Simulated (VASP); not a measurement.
Here is a VASP 6.6.1 calculation.

Contents of INCAR:

```
SYSTEM = Mo
ALGO = Fast ; EDIFF = 1E-6
ENCUT = 520 ; GGA = PE
ISIF = 2 ; ISMEAR = 0
LASPH = .True. ; LCHARG = .False.
LREAL = .False. ; LWAVE = .False.
NBANDS = 13 ; NELM = 60
PREC = Accurate ; SIGMA = 0.15
```

Contents of KPOINTS:

```
k-points
0
Gamma
  22 22 22
  0 0 0
```

The input POSCAR:

```
Mo
1.0
    0.0000000000      1.8967226537      2.0490294827
    1.8967226537      0.0000000000      2.0490294827
    1.8967226537      1.8967226537      0.0000000000
Mo
1
Direct
    0.0000000000      0.0000000000      0.0000000000
```

Potentials or basis: VASP PAW PBE potentials, release 64 (Mo_sv).

The run is started by

```bash
$ cat potpaw_PBE.64/Mo_sv/POTCAR > POTCAR
$ mpirun -np 1 vasp_std > vasp.out
```

Problem. Predict the pressure.

Solution. 24.8 GPa.

Problem. What does it give for the band gap on the k mesh?

Solution. Zero (band 7 reaches 17.42 eV, above the bottom of band 8 at 12.55 eV).

Stress tensor (GPa, compression positive):
```
21.80  0.00  0.00
 0.00 21.80  0.00
 0.00  0.00 30.75
```
